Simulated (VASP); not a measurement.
Here is a VASP 6.6.1 calculation.

Contents of INCAR:

```
SYSTEM = MoSe
PREC = Accurate
ENCUT = 520
EDIFF = 1E-6
ISMEAR = 0
SIGMA = 0.1
LREAL = .FALSE.
LASPH = .TRUE.
NELM = 150
ALGO = Normal
ISIF = 2
LWAVE = .FALSE.
LCHARG = .FALSE.
ISPIN = 2
MAGMOM = 2 -2 0 0
LORBIT = 11
LMAXMIX = 4
LDAU = .TRUE.
LDAUTYPE = 2
LDAUL = 2 -1
LDAUU = 4.38 0
LDAUJ = 0 0
LDAUPRINT = 1
GGA = PE
NBANDS = 32
```

KPOINTS

```
Automatic mesh
0
G
  12 12 6
  0 0 0
```

POSCAR

```
MoSe
1.0
    0.0000000000      2.9818182716      2.9818182716
    2.9818182716      0.0000000000      2.9818182716
    6.4903097215      6.4903097215     -0.5266731783
Mo Se
2 2
Direct
    1.0034184507      0.0034184507     -0.0051276761
    1.0034184507      0.0034184507      0.4948723239
    0.2465815493      0.2465815493      0.1301276761
    0.2465815493      0.2465815493      0.6301276761
```

Potentials or basis: VASP PAW PBE potentials, release 64 (Mo_sv, Se).

Command:

```console
$ cat potpaw_PBE.64/Mo_sv/POTCAR potpaw_PBE.64/Se/POTCAR > POTCAR
$ mpirun -np 1 vasp_std > vasp.out
```

Q: Predict the net moment.

A: 0.00 μB per cell.

Q: Estimate the band gap on the k mesh.

A: Zero (filled and empty bands overlap).

Q: What does it give for the largest force?

A: 0.051 eV/Å.

Q: What does it give for the site moments?

A: Mo +3.46, -3.46; Se -0.16, +0.16 μB.

Stress tensor (GPa, compression positive):
```
-1.23 -0.23  0.23
-0.23 -1.23  0.23
 0.23  0.23 -1.23
```
